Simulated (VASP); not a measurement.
# AlCu3 (Pmmn) in VASP: single point with r2SCAN

Aim: the single point of AlCu3 with r2SCAN.

Everything below comes from runs of VASP 6.6.1. Logs are shortened: lines on timing, memory, paths and dates and some standing lists are left out, and cuts for length are marked.

## Step 1: The cell of the first run

Symmetry: Pmmn, No. 59, orthorhombic system. The conventional cell has a = 4.236 Å, b = 5.209 Å, c = 4.532 Å, α = 90.00°, β = 90.00°, γ = 90.00°. Al (site symmetry mm2) has 12 Cu at 2.60 to 2.62 Å within 3.4 Å. Within 3.4 Å of Cu (site symmetry mm2) lie 4 Al at 2.60 Å and 8 Cu at 2.60 to 2.62 Å. Cu (site symmetry m) has 8 Cu at 2.59 to 2.62 Å and 4 Al at 2.60 to 2.62 Å within 3.4 Å.

## Step 2: Single point, r2SCAN

Input file POSCAR:

```
AlCu3
1.0
    4.2363312336      0.0000000000      0.0000000000
    0.0000000000      5.2085528292      0.0000000000
    0.0000000000      0.0000000000      4.5318035002
Al Cu
2 6
Direct
    0.0000000000      0.0000000000      0.1655793487
    0.5000000000      0.5000000000      0.8344206513
    0.0000000000      0.5000000000      0.1669837825
    0.5000000000      0.0000000000      0.8330162175
    0.0000000000      0.2508511036      0.6648555796
    0.0000000000      0.7491488964      0.6648555796
    0.5000000000      0.2491488964      0.3351444204
    0.5000000000      0.7508511036      0.3351444204
```

Input file INCAR.step1:

```
SYSTEM = AlCu3
PREC = Accurate
ENCUT = 520
ISMEAR = 0
SIGMA = 0.1
LREAL = .False.
LASPH = .True.
NELM = 100
NBANDS = 46
GGA = PE
ALGO = Normal
EDIFF = 1E-4
LWAVE = .True.
LCHARG = .False.
```

Input file INCAR.step2:

```
SYSTEM = AlCu3
PREC = Accurate
ENCUT = 520
EDIFF = 1E-7
ISMEAR = 0
SIGMA = 0.1
LREAL = .False.
LASPH = .True.
NELM = 100
ALGO = Normal
ISIF = 2
LWAVE = .False.
LCHARG = .False.
METAGGA = R2SCAN
LMIXTAU = .True.
NBANDS = 46
ISTART = 1
```

Input file KPOINTS:

```
regular mesh
0
Gamma
  10 8 8
  0 0 0
```

Potentials or basis: VASP PAW PBE potentials, release 64 (Al, Cu).

Launch:

```
cat potpaw_PBE.64/Al/POTCAR potpaw_PBE.64/Cu/POTCAR > POTCAR
cp INCAR.step1 INCAR
mpirun -np 1 vasp_std > vasp.out
cp INCAR.step2 INCAR
mpirun -np 1 vasp_std > vasp.out
```

OUTCAR:

```text
SYSTEM = AlCu3
   PREC = Accurate
   ENCUT = 520
   EDIFF = 1E-7
   ISMEAR = 0
   LREAL = .False.
   LASPH = .True.
   NELM = 100
   ISIF = 2
   METAGGA = R2SCAN
   ISTART = 1

 ion  position               nearest neighbor table
   1  0.000  0.000  0.166-   4 2.60   4 2.60   8 2.60   7 2.60   7 2.60   8 2.60   3 2.60   3 2.60
                             5 2.61   6 2.61   5 2.62   6 2.62
   2  0.500  0.500  0.834-   3 2.60   3 2.60   6 2.60   5 2.60   5 2.60   6 2.60   4 2.60   4 2.60
                             7 2.61   8 2.61   7 2.62   8 2.62
   3  0.000  0.500  0.167-   2 2.60   2 2.60   8 2.60   7 2.60   7 2.60   8 2.60   6 2.60   5 2.60
                             1 2.60   1 2.60   5 2.62   6 2.62
   4  0.500  0.000  0.833-   1 2.60   1 2.60   6 2.60   5 2.60   5 2.60   6 2.60   8 2.60   7 2.60
                             2 2.60   2 2.60   7 2.62   8 2.62
   5  0.000  0.251  0.665-   7 2.59   7 2.59   6 2.60   2 2.60   2 2.60   4 2.60   4 2.60   3 2.60
                             1 2.61   6 2.61   1 2.62   3 2.62
   6  0.000  0.749  0.665-   8 2.59   8 2.59   5 2.60   2 2.60   2 2.60   4 2.60   4 2.60   3 2.60
                             1 2.61   5 2.61   1 2.62   3 2.62
   7  0.500  0.249  0.335-   5 2.59   5 2.59   8 2.60   1 2.60   1 2.60   3 2.60   3 2.60   4 2.60
                             2 2.61   8 2.61   2 2.62   4 2.62
   8  0.500  0.751  0.335-   6 2.59   6 2.59   7 2.60   1 2.60   1 2.60   3 2.60   3 2.60   4 2.60
                             2 2.61   7 2.61   2 2.62   4 2.62

  LATTYP: Found a simple orthorhombic cell.
 ALAT       =     4.2363312336
 B/A-ratio  =     1.0697472059
 C/A-ratio  =     1.2294961234

  Lattice vectors:

 A1 = (  -4.2363312336,   0.0000000000,   0.0000000000)
 A2 = (   0.0000000000,   0.0000000000,   4.5318035002)
 A3 = (   0.0000000000,   5.2085528292,   0.0000000000)

Analysis of symmetry for initial positions (statically):
=====================================================================
 Subroutine PRICEL returns:
 Original cell was already a primitive cell.

 Routine SETGRP: Setting up the symmetry group for a
 simple orthorhombic supercell.

 Subroutine GETGRP returns: Found  8 space group operations
 (whereof  4 operations were pure point group operations)
 out of a pool of  8 trial point group operations.

The static configuration has the point symmetry C_2v.
 The point group associated with its full space group is D_2h.

Analysis of symmetry for dynamics (positions and initial velocities):
=====================================================================
 Subroutine PRICEL returns:
 Original cell was already a primitive cell.

 Routine SETGRP: Setting up the symmetry group for a
 simple orthorhombic supercell.

 Subroutine GETGRP returns: Found  8 space group operations
 (whereof  4 operations were pure point group operations)
 out of a pool of  8 trial point group operations.

The dynamic configuration has the point symmetry C_2v.
 The point group associated with its full space group is D_2h.

 Subroutine INISYM returns: Found  8 space group operations
 (whereof  4 operations are pure point group operations),
 and found     1 'primitive' translations

----------------------------------------------------------------------------------------

                                     Primitive cell

  volume of cell :      99.9949

  direct lattice vectors                    reciprocal lattice vectors
     4.236331234  0.000000000  0.000000000     0.236053308  0.000000000  0.000000000
     0.000000000  5.208552829  0.000000000     0.000000000  0.191991909  0.000000000
     0.000000000  0.000000000  4.531803500     0.000000000  0.000000000  0.220662701

  length of vectors
     4.236331234  5.208552829  4.531803500     0.236053308  0.191991909  0.220662701

  position of ions in fractional coordinates (direct lattice)
     0.000000000  0.000000000  0.165579349
     0.500000000  0.500000000  0.834420651
     0.000000000  0.500000000  0.166983782
     0.500000000  0.000000000  0.833016218
     0.000000000  0.250851104  0.664855580
     0.000000000  0.749148896  0.664855580
     0.500000000  0.249148896  0.335144420
     0.500000000  0.750851104  0.335144420

  ion indices of the primitive-cell ions
   primitive index   ion index
                 1           1
                 2           2
                 3           3
                 4           4
                 5           5
                 6           6
                 7           7
                 8           8

----------------------------------------------------------------------------------------

 KPOINTS: regular mesh

Automatic generation of k-mesh.
 Grid dimensions read from file:
 generate k-points for:   10    8    8

 Generating k-lattice:

  Cartesian coordinates                     Fractional coordinates (reciprocal lattice)
     0.023605331  0.000000000  0.000000000     0.100000000  0.000000000  0.000000000
     0.000000000  0.023998989  0.000000000     0.000000000  0.125000000  0.000000000
     0.000000000  0.000000000  0.027582838     0.000000000  0.000000000  0.125000000

  Length of vectors
     0.023605331  0.023998989  0.027582838

  Shift w.r.t. Gamma in fractional coordinates (k-lattice)
     0.000000000  0.000000000  0.000000000

 Subroutine IBZKPT returns following result:
 ===========================================

 Found    150 irreducible k-points:

 Following reciprocal coordinates:
            Coordinates               Weight
  0.000000  0.000000  0.000000      1.000000
  0.100000  0.000000  0.000000      2.000000
  0.200000  0.000000  0.000000      2.000000
  0.300000  0.000000  0.000000      2.000000
  0.400000  0.000000  0.000000      2.000000
  0.500000  0.000000  0.000000      1.000000
[... 16 lines left out ...]
  0.400000  0.375000  0.000000      4.000000
  0.500000  0.375000  0.000000      2.000000
 [... further k-points ...]
   k-points           NKPTS =    150   k-points in BZ     NKDIM =    150   number of bands    NBANDS=     46
   number of dos      NEDOS =    301   number of ions     NIONS =      8
   total plane-waves  NPLWV =  46080
   dimension x,y,z NGX =    32 NGY =   40 NGZ =   36
   dimension x,y,z NGXF=    64 NGYF=   80 NGZF=   72
   ions per type =               2   6
   NGX,Y,Z   is equivalent  to a cutoff of  12.56, 12.77, 13.21 a.u.
   NGXF,Y,Z  is equivalent  to a cutoff of  25.12, 25.53, 26.41 a.u.
 SYSTEM =  AlCu3
   PREC   = accura    normal or accurate (medium, high low for compatibility)
   ISTART =      1    job   : 0-new  1-cont  2-samecut
   ICHARG =      0    charge: 1-file 2-atom 10-const
   ISPIN  =      1    spin polarized calculation?
   LNONCOLLINEAR =      F non collinear calculations
   LSORBIT =      F    spin-orbit coupling
   LASPH  =      T    aspherical Exc in radial PAW
   ENCUT  =  520.0 eV  38.22 Ry    6.18 a.u.   7.88  9.68  8.43*2*pi/ulx,y,z
   NELM   =    100;   NELMIN=  2; NELMDL=  0     # of ELM steps
   EDIFF  = 0.1E-06   stopping-criterion for ELM
   LREAL  =      F    real-space projection
   EDIFFG = 0.1E-05   stopping-criterion for IOM
   NSW    =      0    number of steps for IOM
   IBRION =     -1    ionic relax: 0-MD 1-quasi-New 2-CG
   NFREE  =      0    steps in history (QN), initial steepest desc. (CG)
   ISIF   =      2    stress and relaxation
   ISYM   =      2    0-nonsym 1-usesym 2-fastsym
   POTIM  = 0.5000    time-step for ionic-motion
   TEBEG  =    0.0;   TEEND  =   0.0 temperature during run
   PSTRESS=    0.0 pullay stress
   NELECT =      72.0000    total number of electrons
   NUPDOWN=      -1.0000    fix difference up-down
   EMIN   =  10.00;   EMAX   =-10.00  energy-range for DOS
   EFERMI =   0.00;   METHOD = LEGACY
   ISMEAR =     0;   SIGMA  =   0.10  broadening in eV -4-tet -1-fermi 0-gaus
   EFERMI_NEDOS =   21; number of points for ismear=-14 and -15
   IALGO  =     38    algorithm
   IMIX   =      4    mixing-type and parameters
     AMIX     =   0.40;   BMIX     =  1.00
     AMIX_MAG =   1.60;   BMIX_MAG =  1.00
  volume/ion in A,a.u.               =      12.50        84.35
  Fermi-wavevector in a.u.,A,eV,Ry     =   1.467325  2.772842 29.293923  2.153043
  Thomas-Fermi vector in A             =   2.582956
   LORBIT       =      0    0 simple, 1 ext, 2 COOP (PROOUT), +10 PAW based schemes
   METAGGA = R2SCAN    functional components
   LHFCALC =     F    Hartree Fock is set to
   AEXX    =    0.0000 exact exchange contribution
   IVDW    =     0    specifies the selected vdW correction
   LEPSILON=     F    determine dielectric tensor
   LRPA    =     F    only Hartree local field effects (RPA)
 non-spin polarized calculation
 Gauss-broadening in eV      SIGMA  =   0.10
  energy-cutoff  :      520.00
  volume of cell :       99.99
 maximum number of plane-waves:      2716
 NGX is ok and might be reduce to    32
   NGX = 15   NGY = 19   NGZ = 17

 number of electron      72.0000066 magnetization

 Free energy of the ion-electron system (eV)
  ---------------------------------------------------
  ext. energy  EPLUGINS =         0.00000000
  ---------------------------------------------------
  free energy    TOTEN  =       -80.00156189 eV

  energy without entropy =      -79.98934341  energy(sigma->0) =      -79.99545265

 E-fermi :   8.0474     XC(G=0): -13.1316

 val. band max:        8.0419259415   @ k =   0.0000   0.2500   0.1250
 cond. band min:       8.0600296313   @ k =   0.3000   0.3750   0.1250
 fundamental gap:      0.0181036898
 Fermi energy:         8.0473565938

 k-point     1 :       0.0000    0.0000    0.0000
  band No.  band energies     occupation
      1      -2.7654      2.00000
      2       1.6582      2.00000
      3       2.1394      2.00000
      4       2.9313      2.00000
      5       3.1869      2.00000
      6       3.3202      2.00000
[... 38 lines left out ...]
     45      14.1028      0.00000
     46      14.4885      0.00000

 k-point     2 :       0.1000    0.0000    0.0000
  band No.  band energies     occupation
      1      -2.6755      2.00000
      2       1.6354      2.00000
      3       2.2007      2.00000
      4       2.9214      2.00000
      5       3.1221      2.00000
      6       3.2889      2.00000
[... 1070 lines left out ...]
 k-point    24 :       0.5000    0.3750    0.0000
  band No.  band energies     occupation
      1       0.0981      2.00000
      2       0.0981      2.00000
      3       1.3638      2.00000
      4       1.3638      2.00000
      5       3.2716      2.00000
      6       3.2716      2.00000
[... 38 lines left out ...]
     45      16.1589      0.00000
     46      16.1589      0.00000

 [... further k-points ...]
[... 5 lines left out ...]
  --------------------------------------------------------------------------------------
  -------------------------------------------------------------------------------------
  Total       -2.9787589     -2.9905019     -3.1088313      0.0000000      0.0000000      0.0000000
  in kB      -47.7274112    -47.9155648    -49.8115076      0.0000000      0.0000000      0.0000000
  external PRESSURE =     -48.4848279 kB  Pullay stress =       0.0000000 kB

 VOLUME and BASIS-vectors are now :
 -----------------------------------------------------------------------------
  energy-cutoff  :      520.00
  volume of cell :       99.99
      direct lattice vectors                 reciprocal lattice vectors
     4.236331234  0.000000000  0.000000000     0.236053308  0.000000000  0.000000000
     0.000000000  5.208552829  0.000000000     0.000000000  0.191991909  0.000000000
     0.000000000  0.000000000  4.531803500     0.000000000  0.000000000  0.220662701

 POSITION                                       TOTAL-FORCE (eV/Angst)
 -----------------------------------------------------------------------------------
      0.00000      0.00000      0.75037         0.000000     -0.000000      0.004662
      2.11817      2.60428      3.78143         0.000000     -0.000000     -0.004662
      0.00000      2.60428      0.75674         0.000000     -0.000000      0.021469
      2.11817      0.00000      3.77507         0.000000     -0.000000     -0.021469
      0.00000      1.30657      3.01299         0.000000     -0.004381     -0.016898
      0.00000      3.90198      3.01299         0.000000      0.004381     -0.016898
      2.11817      1.29771      1.51881        -0.000000      0.004381      0.016898
      2.11817      3.91085      1.51881        -0.000000     -0.004381      0.016898
 -----------------------------------------------------------------------------------
    total drift:                                0.000000     -0.000000      0.000000

  FREE ENERGIE OF THE ION-ELECTRON SYSTEM (eV)
  ---------------------------------------------------
  free  energy   TOTEN  =       -80.0015618946 eV

  energy  without entropy=      -79.9893434066  energy(sigma->0) =      -79.99545265
```

It took 56 min on 1 thread of Oxide Virtual Turin-like, shared host; peak memory 0.55 GiB.

What came out:

```yaml
Free_energy: -80.0016 eV
Pressure: -4.8 GPa
Largest_force: 0.021 eV/Å
Band_gap_on_the_k_mesh: zero (bands 36 and 37 overlap by 4.21 eV)
```

Forces in eV/Å, atoms in the order of the input:
```
Al   0.000  0.000  0.005
Al   0.000  0.000 -0.005
Cu   0.000  0.000  0.021
Cu   0.000  0.000 -0.021
Cu   0.000 -0.004 -0.017
Cu   0.000  0.004 -0.017
Cu   0.000  0.004  0.017
Cu   0.000 -0.004  0.017
```

Caveat: the cell stands under tension; the PAW data sets were made with another functional, which shifts forces and pressure a little.
